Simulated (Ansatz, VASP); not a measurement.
# One calculation of Ba, two programs

Contents of INCAR:

```
SYSTEM = Ba
PREC = Accurate
ENCUT = 600
EDIFF = 1E-6
ISMEAR = -1
SIGMA = 0.1
LREAL = .False.
LASPH = .True.
NELM = 80
ALGO = Normal
ISIF = 3
LWAVE = .False.
LCHARG = .False.
GGA = CA
IBRION = 2
NSW = 80
EDIFFG = -0.01
```

KPOINTS

```
regular mesh
0
Gamma
  5 5 7
  0 0 0
```

POSCAR

```
Ba
1.0
    7.0686539647      0.0000000000      0.0000000000
   -3.5343269823      6.1216339040      0.0000000000
    0.0000000000      0.0000000000      4.3330848804
Ba
3
Direct
    0.0000000000      0.0000000000      0.0000000000
    0.3333333333      0.6666666667      0.5000000000
    0.6666666667      0.3333333333      0.5000000000
```

Input for Ansatz:

```yaml
crystal:
  lattice:
    - [7.0686539647, 0.0, 0.0]
    - [-3.5343269823, 6.121633904, 0.0]
    - [0.0, 0.0, 4.3330848804]
  atoms:
    - { symbol: Ba, position: [0.0, 0.0, 0.0] }
    - { symbol: Ba, position: [0.3333333333, 0.6666666667, 0.5] }
    - { symbol: Ba, position: [0.6666666667, 0.3333333333, 0.5] }
hamiltonian:
  xc: lda
  pseudopotentials:
    kind: paw
    azcp:
      Ba: "pseudopotentials/Ba.paw.azcp"
basis:
  ecutwfc: 420
  fft_grid_basis: typed
kpoints:
  mp_grid: { grid: [5, 5, 7], shift: [0, 0, 0] }
magnetization:
  spin_polarized: false
scf:
  occupations: { method: fermi_dirac, width: 0.1 }
relax:
  max_steps: 60
  f_tol: 0.01
  cell: {}
output:
  write_density: true
  write_potential: true
  elf: true
  volumetric_format: npy
```

Alike in both runs: task relaxation of cell and atoms; functional LDA; k mesh 5 × 5 × 7; occupations fermi-dirac, width 0.1 eV; no spin polarisation.

|  | VASP | Ansatz |
| --- | --- | --- |
| version | VASP 6.6.1 | Ansatz 0.2.0 |
| potentials or method | VASP PAW LDA potentials, release 64 (Ba_sv), cutoff 600 eV | plane waves (420 eV) with PAW, scalar-relativistic |
| valence electrons in the cell | 30 | 30 |

VASP gave:

- relaxed volume (Å³/atom): 54.28
- relaxed length of the cell vector where the two differ most in proportion (Å): 4.071

**Question.** Which values does Ansatz return?

**Answer.** Relaxed volume (Å³/atom): 53.88; relaxed length of the cell vector where the two differ most in proportion (Å): 4.051.

Ansatz warns that its potentials were made for another functional, while VASP's fit it. LDA's correlation is that of Perdew and Zunger in VASP and of Perdew and Wang (1992) in Ansatz.

Spin-orbit coupling is off throughout.
